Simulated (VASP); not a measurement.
# PbS (Galena) (Fm-3m) in VASP: single point with PBE

Aim: the single point of PbS (Galena) with PBE.

Program: VASP 6.6.1. These are calculated values, not measurements. Logs are shortened: lines on timing, memory, paths and dates and some standing lists are left out, and cuts for length are marked.

### 1 The cell of the first run

It takes space group Fm-3m (No. 225, cubic). The conventional cell has a = 5.931 Å, b = 5.931 Å, c = 5.931 Å, α = 90.00°, β = 90.00°, γ = 90.00°. Within 3.9 Å of Pb (site symmetry m-3m) lie 6 S at 2.97 Å. Within 3.9 Å of S (site symmetry m-3m) lie 6 Pb at 2.97 Å.

### 2 Single point, PBE

File INCAR:

```
SYSTEM = PbS
ALGO = Normal ; EDIFF = 1E-6
ENCUT = 520 ; GGA = PE
ISIF = 2 ; ISMEAR = -1
LASPH = .TRUE. ; LCHARG = .FALSE.
LREAL = .FALSE. ; LWAVE = .FALSE.
NBANDS = 17 ; NELM = 60
PREC = Accurate ; SIGMA = 0.1
```

File KPOINTS:

```
k-points
0
G
  6 6 6
  0 0 0
```

File POSCAR:

```
PbS
1.0
    0.0000000000      2.9657500000      2.9657500000
    2.9657500000      0.0000000000      2.9657500000
    2.9657500000      2.9657500000      0.0000000000
Pb S
1 1
Direct
    0.0000000000      0.0000000000      0.0000000000
    0.5000000000      0.5000000000      0.5000000000
```

Potentials or basis: VASP PAW PBE potentials, release 64 (Pb_d, S).

Command:

```console
$ cat potpaw_PBE.64/Pb_d/POTCAR potpaw_PBE.64/S/POTCAR > POTCAR
$ mpirun -np 1 vasp_std > vasp.out
```

OUTCAR:

```text
SYSTEM = PbS
   EDIFF = 1E-6
   ENCUT = 520
   GGA = PE
   ISIF = 2
   ISMEAR = -1
   LASPH = .TRUE.
   LREAL = .FALSE.
   NELM = 60
   PREC = Accurate

 ion  position               nearest neighbor table
   1  0.000  0.000  0.000-   2 2.97   2 2.97   2 2.97   2 2.97   2 2.97   2 2.97
   2  0.500  0.500  0.500-   1 2.97   1 2.97   1 2.97   1 2.97   1 2.97   1 2.97

  LATTYP: Found a face centered cubic cell.
 ALAT       =     5.9315000000

  Lattice vectors:

 A1 = (   0.0000000000,   2.9657500000,   2.9657500000)
 A2 = (   2.9657500000,   0.0000000000,   2.9657500000)
 A3 = (   2.9657500000,   2.9657500000,   0.0000000000)

Analysis of symmetry for initial positions (statically):
=====================================================================
 Subroutine PRICEL returns:
 Original cell was already a primitive cell.

 Routine SETGRP: Setting up the symmetry group for a
 face centered cubic supercell.

 Subroutine GETGRP returns: Found 48 space group operations
 (whereof 48 operations were pure point group operations)
 out of a pool of 48 trial point group operations.

The static configuration has the point symmetry O_h .

Analysis of symmetry for dynamics (positions and initial velocities):
=====================================================================
 Subroutine PRICEL returns:
 Original cell was already a primitive cell.

 Routine SETGRP: Setting up the symmetry group for a
 face centered cubic supercell.

 Subroutine GETGRP returns: Found 48 space group operations
 (whereof 48 operations were pure point group operations)
 out of a pool of 48 trial point group operations.

The dynamic configuration has the point symmetry O_h .

 Subroutine INISYM returns: Found 48 space group operations
 (whereof 48 operations are pure point group operations),
 and found     1 'primitive' translations

----------------------------------------------------------------------------------------

                                     Primitive cell

  volume of cell :      52.1715

  direct lattice vectors                    reciprocal lattice vectors
     0.000000000  2.965750000  2.965750000    -0.168591419  0.168591419  0.168591419
     2.965750000  0.000000000  2.965750000     0.168591419 -0.168591419  0.168591419
     2.965750000  2.965750000  0.000000000     0.168591419  0.168591419 -0.168591419

  length of vectors
     4.194203873  4.194203873  4.194203873     0.292008903  0.292008903  0.292008903

  position of ions in fractional coordinates (direct lattice)
     0.000000000  0.000000000  0.000000000
     0.500000000  0.500000000  0.500000000

  ion indices of the primitive-cell ions
   primitive index   ion index
                 1           1
                 2           2

----------------------------------------------------------------------------------------

 KPOINTS: k-points

Automatic generation of k-mesh.
 Grid dimensions read from file:
 generate k-points for:    6    6    6

 Generating k-lattice:

  Cartesian coordinates                     Fractional coordinates (reciprocal lattice)
    -0.028098570  0.028098570  0.028098570     0.166666667  0.000000000  0.000000000
     0.028098570 -0.028098570  0.028098570     0.000000000  0.166666667  0.000000000
     0.028098570  0.028098570 -0.028098570     0.000000000  0.000000000  0.166666667

  Length of vectors
     0.048668150  0.048668150  0.048668150

  Shift w.r.t. Gamma in fractional coordinates (k-lattice)
     0.000000000  0.000000000  0.000000000

 Subroutine IBZKPT returns following result:
 ===========================================

 Found     16 irreducible k-points:

 Following reciprocal coordinates:
            Coordinates               Weight
  0.000000  0.000000  0.000000      1.000000
  0.166667  0.000000  0.000000      8.000000
  0.333333  0.000000  0.000000      8.000000
  0.500000  0.000000  0.000000      4.000000
  0.166667  0.166667  0.000000      6.000000
  0.333333  0.166667  0.000000     24.000000
[... 8 lines left out ...]
 -0.333333  0.333333  0.166667     24.000000
 -0.333333  0.500000  0.166667     12.000000
   k-points           NKPTS =     16   k-points in BZ     NKDIM =     16   number of bands    NBANDS=     17
   number of dos      NEDOS =    301   number of ions     NIONS =      2
   total plane-waves  NPLWV =  32768
   dimension x,y,z NGX =    32 NGY =   32 NGZ =   32
   dimension x,y,z NGXF=    64 NGYF=   64 NGZF=   64
   ions per type =               1   1
   NGX,Y,Z   is equivalent  to a cutoff of  12.68, 12.68, 12.68 a.u.
   NGXF,Y,Z  is equivalent  to a cutoff of  25.37, 25.37, 25.37 a.u.
 SYSTEM =  PbS
   PREC   = accura    normal or accurate (medium, high low for compatibility)
   ISTART =      0    job   : 0-new  1-cont  2-samecut
   ICHARG =      2    charge: 1-file 2-atom 10-const
   ISPIN  =      1    spin polarized calculation?
   LNONCOLLINEAR =      F non collinear calculations
   LSORBIT =      F    spin-orbit coupling
   LASPH  =      T    aspherical Exc in radial PAW
   ENCUT  =  520.0 eV  38.22 Ry    6.18 a.u.   7.80  7.80  7.80*2*pi/ulx,y,z
   NELM   =     60;   NELMIN=  2; NELMDL= -5     # of ELM steps
   EDIFF  = 0.1E-05   stopping-criterion for ELM
   LREAL  =      F    real-space projection
   EDIFFG = 0.1E-04   stopping-criterion for IOM
   NSW    =      0    number of steps for IOM
   IBRION =     -1    ionic relax: 0-MD 1-quasi-New 2-CG
   NFREE  =      0    steps in history (QN), initial steepest desc. (CG)
   ISIF   =      2    stress and relaxation
   ISYM   =      2    0-nonsym 1-usesym 2-fastsym
   POTIM  = 0.5000    time-step for ionic-motion
   TEBEG  =    0.0;   TEEND  =   0.0 temperature during run
   PSTRESS=    0.0 pullay stress
   NELECT =      20.0000    total number of electrons
   NUPDOWN=      -1.0000    fix difference up-down
   EMIN   =  10.00;   EMAX   =-10.00  energy-range for DOS
   EFERMI =   0.00;   METHOD = LEGACY
   ISMEAR =    -1;   SIGMA  =   0.10  broadening in eV -4-tet -1-fermi 0-gaus
   EFERMI_NEDOS =   21; number of points for ismear=-14 and -15
   IALGO  =     38    algorithm
   IMIX   =      4    mixing-type and parameters
     AMIX     =   0.40;   BMIX     =  1.00
     AMIX_MAG =   1.60;   BMIX_MAG =  1.00
  volume/ion in A,a.u.               =      26.09       176.04
  Fermi-wavevector in a.u.,A,eV,Ry     =   1.189251  2.247359 19.242973  1.414319
  Thomas-Fermi vector in A             =   2.325363
   LORBIT       =      0    0 simple, 1 ext, 2 COOP (PROOUT), +10 PAW based schemes
   GGA     = PE    functional components
   LHFCALC =     F    Hartree Fock is set to
   AEXX    =    0.0000 exact exchange contribution
   IVDW    =     0    specifies the selected vdW correction
   LEPSILON=     F    determine dielectric tensor
   LRPA    =     F    only Hartree local field effects (RPA)
 non-spin polarized calculation
  energy-cutoff  :      520.00
  volume of cell :       52.17
 maximum number of plane-waves:      1420
   NGX = 15   NGY = 15   NGZ = 15

 number of electron      19.9999998 magnetization

 Free energy of the ion-electron system (eV)
  ---------------------------------------------------
  ext. energy  EPLUGINS =         0.00000000
  ---------------------------------------------------
  free energy    TOTEN  =        -8.75867272 eV

  energy without entropy =       -8.75564217  energy(sigma->0) =       -8.75715745

 E-fermi :   6.0019     XC(G=0):  -9.6846

 val. band max:        5.8181579226   @ k =   0.5000   0.0000   0.0000
 cond. band min:       6.1847080107   @ k =   0.5000   0.0000   0.0000
 fundamental gap:      0.3665500881
 Fermi energy:         6.0019082571

 k-point     1 :       0.0000    0.0000    0.0000
  band No.  band energies     occupation
      1     -11.0020      2.00000
      2     -11.0020      2.00000
      3     -11.0020      2.00000
      4     -10.9858      2.00000
      5     -10.9858      2.00000
      6      -7.7803      2.00000
[... 9 lines left out ...]
     16      12.5508      0.00000
     17      14.4769      0.00000

 k-point     2 :       0.1667    0.0000    0.0000
  band No.  band energies     occupation
      1     -11.0008      2.00000
      2     -10.9997      2.00000
      3     -10.9997      2.00000
      4     -10.9844      2.00000
      5     -10.9844      2.00000
      6      -7.5470      2.00000
[... 9 lines left out ...]
     16      13.1569      0.00000
     17      16.3542      0.00000

 k-point     3 :       0.3333    0.0000    0.0000
  band No.  band energies     occupation
      1     -11.0123      2.00000
      2     -11.0123      2.00000
      3     -10.9993      2.00000
      4     -10.9642      2.00000
      5     -10.9642      2.00000
      6      -6.9556      2.00000
[... 9 lines left out ...]
     16      14.5602      0.00000
     17      18.0765      0.00000

 k-point     4 :       0.5000    0.0000    0.0000
  band No.  band energies     occupation
      1     -11.0196      2.00000
      2     -11.0196      2.00000
      3     -10.9989      2.00000
      4     -10.9530      2.00000
      5     -10.9530      2.00000
      6      -6.5407      2.00000
[... 9 lines left out ...]
     16      15.9421      0.00000
     17      16.3669      0.00000

 k-point     5 :       0.1667    0.1667    0.0000
  band No.  band energies     occupation
      1     -11.0094      2.00000
      2     -11.0084      2.00000
      3     -10.9874      2.00000
      4     -10.9874      2.00000
      5     -10.9793      2.00000
      6      -7.4628      2.00000
[... 9 lines left out ...]
     16      14.3557      0.00000
     17      15.2612      0.00000

 k-point     6 :       0.3333    0.1667    0.0000
  band No.  band energies     occupation
      1     -11.0356      2.00000
      2     -11.0067      2.00000
      3     -10.9914      2.00000
      4     -10.9741      2.00000
      5     -10.9607      2.00000
      6      -6.9751      2.00000
[... 9 lines left out ...]
     16      15.4565      0.00000
     17      17.2673      0.00000

 k-point     7 :       0.5000    0.1667    0.0000
  band No.  band energies     occupation
      1     -11.0451      2.00000
      2     -11.0038      2.00000
      3     -10.9950      2.00000
      4     -10.9672      2.00000
      5     -10.9512      2.00000
      6      -6.4457      2.00000
[... 9 lines left out ...]
     16      16.2174      0.00000
     17      16.6672      0.00000

 k-point     8 :      -0.3333    0.1667    0.0000
  band No.  band energies     occupation
      1     -11.0307      2.00000
      2     -11.0080      2.00000
      3     -10.9917      2.00000
      4     -10.9652      2.00000
      5     -10.9645      2.00000
      6      -6.5910      2.00000
[... 9 lines left out ...]
     16      15.8578      0.00000
     17      17.0237      0.00000

 k-point     9 :      -0.1667    0.1667    0.0000
  band No.  band energies     occupation
      1     -11.0075      2.00000
      2     -11.0013      2.00000
      3     -10.9987      2.00000
      4     -10.9856      2.00000
      5     -10.9701      2.00000
      6      -7.1829      2.00000
[... 9 lines left out ...]
     16      14.9680      0.00000
     17      15.7025      0.00000

 k-point    10 :       0.3333    0.3333    0.0000
  band No.  band energies     occupation
      1     -11.0887      2.00000
      2     -11.0211      2.00000
      3     -10.9664      2.00000
      4     -10.9569      2.00000
      5     -10.9569      2.00000
      6      -6.6436      2.00000
[... 9 lines left out ...]
     16      16.7704      0.00000
     17      17.2292      0.00000

 k-point    11 :       0.5000    0.3333    0.0000
  band No.  band energies     occupation
      1     -11.1078      2.00000
      2     -11.0155      2.00000
      3     -10.9729      2.00000
      4     -10.9529      2.00000
      5     -10.9462      2.00000
      6      -6.2314      2.00000
[... 9 lines left out ...]
     16      17.2178      0.00000
     17      17.6318      0.00000

 k-point    12 :      -0.3333    0.3333    0.0000
  band No.  band energies     occupation
      1     -11.0772      2.00000
      2     -10.9917      2.00000
      3     -10.9887      2.00000
      4     -10.9687      2.00000
      5     -10.9552      2.00000
      6      -6.1954      2.00000
[... 9 lines left out ...]
     16      16.0218      0.00000
     17      17.7276      0.00000

 k-point    13 :       0.5000    0.5000    0.0000
  band No.  band energies     occupation
      1     -11.1408      2.00000
      2     -11.0275      2.00000
      3     -10.9599      2.00000
      4     -10.9411      2.00000
      5     -10.9411      2.00000
      6      -6.1091      2.00000
[... 9 lines left out ...]
     16      18.0815      0.00000
     17      18.0838      0.00000

 k-point    14 :       0.5000    0.3333    0.1667
  band No.  band energies     occupation
      1     -11.0648      2.00000
      2     -11.0029      2.00000
      3     -10.9910      2.00000
      4     -10.9612      2.00000
      5     -10.9576      2.00000
      6      -6.4905      2.00000
[... 9 lines left out ...]
     16      16.4470      0.00000
     17      16.7773      0.00000

 k-point    15 :      -0.3333    0.3333    0.1667
  band No.  band energies     occupation
      1     -11.0756      2.00000
      2     -10.9963      2.00000
      3     -10.9815      2.00000
      4     -10.9798      2.00000
      5     -10.9483      2.00000
      6      -6.1950      2.00000
[... 9 lines left out ...]
     16      17.2176      0.00000
     17      17.6045      0.00000

 k-point    16 :      -0.3333    0.5000    0.1667
  band No.  band energies     occupation
      1     -11.1090      2.00000
      2     -11.0068      2.00000
      3     -10.9767      2.00000
      4     -10.9636      2.00000
      5     -10.9411      2.00000
      6      -6.0802      2.00000
[... 9 lines left out ...]
     16      17.6627      0.00000
     17      18.0732      0.00000

------------------------ aborting loop because EDIFF is reached ----------------------------------------

  FORCE on cell =-STRESS in cart. coord.  units (eV):
  Direction    XX          YY          ZZ          XY          YZ          ZX
  --------------------------------------------------------------------------------------
  -------------------------------------------------------------------------------------
  Total        0.6724638      0.6724638      0.6724638     -0.0000000      0.0000000      0.0000000
  in kB       20.6512274     20.6512274     20.6512274     -0.0000000      0.0000000      0.0000000
  external PRESSURE =      20.6512274 kB  Pullay stress =       0.0000000 kB

 VOLUME and BASIS-vectors are now :
 -----------------------------------------------------------------------------
  energy-cutoff  :      520.00
  volume of cell :       52.17
      direct lattice vectors                 reciprocal lattice vectors
     0.000000000  2.965750000  2.965750000    -0.168591419  0.168591419  0.168591419
     2.965750000  0.000000000  2.965750000     0.168591419 -0.168591419  0.168591419
     2.965750000  2.965750000  0.000000000     0.168591419  0.168591419 -0.168591419

 POSITION                                       TOTAL-FORCE (eV/Angst)
 -----------------------------------------------------------------------------------
      0.00000      0.00000      0.00000        -0.000000     -0.000000      0.000000
      2.96575      2.96575      2.96575         0.000000      0.000000     -0.000000
 -----------------------------------------------------------------------------------
    total drift:                                0.000000     -0.000000     -0.000000

  FREE ENERGIE OF THE ION-ELECTRON SYSTEM (eV)
  ---------------------------------------------------
  free  energy   TOTEN  =        -8.7586727241 eV

  energy  without entropy=       -8.7556421676  energy(sigma->0) =       -8.75715745
```

Wall time 10 s (1 thread of Intel Xeon Platinum 8488C (Sapphire Rapids), shared host); peak memory 0.17 GiB.

Results:

```yaml
Free_energy: -8.7587 eV
Pressure: 2.1 GPa
Band_gap_on_the_k_mesh: 0.37 eV, direct
```

Caveat: spin-orbit coupling is left out, which moves the levels of the heavy elements. A k mesh can miss the band edges.
